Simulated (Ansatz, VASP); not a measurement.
## One calculation of SrTiO3, two programs

The input INCAR:

```
SYSTEM = SrTiO3
  PREC = Accurate
  ENCUT = 520
  EDIFF = 1E-8
  ISMEAR = -1
  SIGMA = 0.05
  LREAL = .FALSE.
  LASPH = .TRUE.
  NELM = 80
  ALGO = Normal
  ISIF = 2
  LWAVE = .FALSE.
  LCHARG = .FALSE.
  GGA = PE
  LEFG = .TRUE.
  NBANDS = 28
```

File KPOINTS:

```
Automatic mesh
0
G
  7 7 7
  0 0 0
```

POSCAR

```
SrTiO3
1.0
    3.9831000000      0.0000000000      0.0000000000
    0.0000000000      3.9831000000      0.0000000000
    0.0000000000      0.0000000000      3.9050000000
Sr Ti O
1 1 3
Direct
    0.0000000000      0.0000000000      0.0000000000
    0.5000000000      0.5000000000      0.5000000000
    0.0000000000      0.5000000000      0.5000000000
    0.5000000000      0.0000000000      0.5000000000
    0.5000000000      0.5000000000      0.0000000000
```

Input for Ansatz:

```yaml
crystal:
  lattice:
    - [3.9831, 0.0, 0.0]
    - [0.0, 3.9831, 0.0]
    - [0.0, 0.0, 3.905]
  atoms:
    - { symbol: Sr, position: [0.0, 0.0, 0.0] }
    - { symbol: Ti, position: [0.5, 0.5, 0.5] }
    - { symbol: O, position: [0.0, 0.5, 0.5] }
    - { symbol: O, position: [0.5, 0.0, 0.5] }
    - { symbol: O, position: [0.5, 0.5, 0.0] }
kpoints:
  mp_grid: { grid: [7, 7, 7] }
scf:
  occupations: { method: fermi_dirac, width: 0.05 }
hamiltonian:
  xc: pbe
  pseudopotentials: { kind: all_electron, datasets: crystal }
output:
  forces: true
  stress: true
  eigenvalues: true
  efg: { contact_densities: true }
```

Change from the starting cell: equal xx and yy strain of +2 %, crystal datasets.

Alike in both runs: task electric field gradients; functional PBE; k mesh 7 × 7 × 7; occupations fermi-dirac, width 0.05 eV; no spin polarisation.

```csv
,VASP,Ansatz
version,VASP 6.6.1,Ansatz 0.2.0
potentials or method,"VASP PAW PBE potentials, release 64 (Sr_sv, Ti_sv, O), cutoff 520 eV","all-electron PAW with datasets made for the crystal, scalar-relativistic"
```

|  | VASP | Ansatz | Ansatz less VASP |
| --- | --- | --- | --- |
| gap on the k mesh at the Fermi level (eV) | 1.82 | 1.84 | +0.024 |
| pressure (GPa) | -1.9 | -2.5 | -0.59 |
| traceless stress, the component that is largest in VASP (GPa) | 2.78 | 2.72 | -0.054 |
| size of Vzz on the site where it differs most (V/Å²) | 9.7 | 10.6 | +0.94 |

Ansatz ran all-electron here, and VASP with PAW potentials.
